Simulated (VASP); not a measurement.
Input of a VASP 6.6.1 run:

INCAR

```
SYSTEM = TaC
PREC = Accurate
ENCUT = 520
EDIFF = 1E-6
ISMEAR = 0
SIGMA = 0.1
LREAL = .FALSE.
LASPH = .TRUE.
NELM = 60
ALGO = Normal
ISIF = 2
LWAVE = .FALSE.
LCHARG = .FALSE.
LDIPOL = .TRUE.
IDIPOL = 3
DIPOL = 0.5 0.5 0.500
GGA = PE
NBANDS = 48
```

The input KPOINTS:

```
regular mesh
0
G
  11 11 1
  0 0 0
```

POSCAR

```
TaC
1.0
    3.1644852995      0.0000000000      0.0000000000
    0.0000000000      3.1644852995      0.0000000000
    0.0000000000      0.0000000000     23.9505160569
Ta C
5 5
Direct
    0.5000000000      0.5000000000      0.3184108845
    0.0000000000      0.0000000000      0.4067224601
    0.5000000000      0.5000000000      0.4999999985
    0.0000000000      0.0000000000      0.5932775391
    0.5000000000      0.5000000000      0.6815891170
    0.0000000000      0.0000000000      0.3099089852
    0.5000000000      0.5000000000      0.4064959368
    0.0000000000      0.0000000000      0.5000000002
    0.5000000000      0.5000000000      0.5935040614
    0.0000000000      0.0000000000      0.6900910172
```

Potentials or basis: VASP PAW PBE potentials, release 64 (Ta_pv, C).

Run with:

```console
$ cat potpaw_PBE.64/Ta_pv/POTCAR potpaw_PBE.64/C/POTCAR > POTCAR
$ mpirun -np 1 vasp_std > vasp.out
```

Task: Predict the largest force.

Result: 0.022 eV/Å.

Task: Estimate the band gap on the k mesh.

Result: Zero (an odd number of electrons rules out a gap without spin polarisation).

Forces in eV/Å, atoms in the order of the input:
```
Ta   0.000  0.000 -0.022
Ta   0.000  0.000 -0.003
Ta   0.000  0.000  0.000
Ta   0.000  0.000  0.003
Ta   0.000  0.000  0.022
C    0.000  0.000 -0.013
C    0.000  0.000 -0.012
C    0.000  0.000  0.000
C    0.000  0.000  0.012
C    0.000  0.000  0.013
```

Caveat: spin-orbit coupling is left out, which moves the levels of the heavy elements.
